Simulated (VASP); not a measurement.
Here is a VASP 6.6.1 calculation.

Contents of INCAR:

```
SYSTEM = B5P
PREC = Accurate
ENCUT = 500
EDIFF = 1E-6
ISMEAR = 0
SIGMA = 0.2
LREAL = .False.
LASPH = .True.
NELM = 120
ALGO = Normal
ISIF = 2
LWAVE = .False.
LCHARG = .False.
GGA = PE
NBANDS = 19
GGA_COMPAT = .False.
```

Contents of KPOINTS:

```
Automatic mesh
0
Gamma
  6 6 3
  0 0 0
```

File POSCAR:

```
B5P
1.0
    2.8928119556      0.0000000025      0.0000000000
   -1.4464059800      2.5052486407      0.0000000000
    0.0000000000      0.0000000000      6.9465610358
B P
5 1
Direct
    0.3333333333      0.6666666667      0.6869318486
    0.3333333333      0.6666666667      0.3130681514
    0.6666666667      0.3333333333      0.3130681514
    0.6666666667      0.3333333333      0.6869318486
    0.0000000000      0.0000000000      0.5000000000
    0.0000000000      0.0000000000      0.0000000000
```

Potentials or basis: VASP PAW PBE potentials, release 64 (B, P).

Command:

```bash
$ cat potpaw_PBE.64/B/POTCAR potpaw_PBE.64/P/POTCAR > POTCAR
$ mpirun -np 1 vasp_std > vasp.out
```

Task: Predict the band gap on the k mesh.

Result: Zero (band 10 reaches 9.35 eV, above the bottom of band 11 at 6.28 eV).

Task: Predict the largest force.

Result: 0.006 eV/Å.

Task: Predict the pressure.

Result: 0.2 GPa.

Forces in eV/Å, atoms in the order of the input:
```
B    0.000  0.000  0.006
B    0.000  0.000 -0.006
B    0.000  0.000 -0.006
B    0.000  0.000  0.006
B    0.000  0.000  0.000
P    0.000  0.000  0.000
```

Caveat: the k points lie up to 0.42 Å⁻¹ apart.
